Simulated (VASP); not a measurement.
Input of a VASP 6.6.1 run:

INCAR

```
SYSTEM = GaAs
PREC = Accurate
ENCUT = 520
EDIFF = 1E-6
ISMEAR = 0
SIGMA = 0.1
LREAL = .False.
LASPH = .True.
NELM = 100
ALGO = Normal
ISIF = 2
LWAVE = .False.
LCHARG = .False.
GGA = PE
IVDW = 12
NBANDS = 16
```

File KPOINTS:

```
regular mesh
0
Gamma
  6 6 6
  0 0 0
```

Contents of POSCAR:

```
GaAs
1.0
    0.0000000000      2.8750910500      2.8750910500
    2.8750910500      0.0000000000      2.8750910500
    2.8750910500      2.8750910500      0.0000000000
Ga As
1 1
Direct
    0.0000000000      0.0000000000      0.0000000000
    0.7500000000      0.7500000000      0.7500000000
```

Potentials or basis: VASP PAW PBE potentials, release 64 (Ga_d, As).

Launch:

```bash
$ cat potpaw_PBE.64/Ga_d/POTCAR potpaw_PBE.64/As/POTCAR > POTCAR
$ mpirun -np 1 vasp_std > vasp.out
```

**Question.** Estimate the band gap on the k mesh.

**Answer.** 0.14 eV, direct.

**Question.** What does it give for the pressure?

**Answer.** -2.3 GPa.

**Question.** Estimate the dispersion energy per atom.

**Answer.** -0.307 eV.
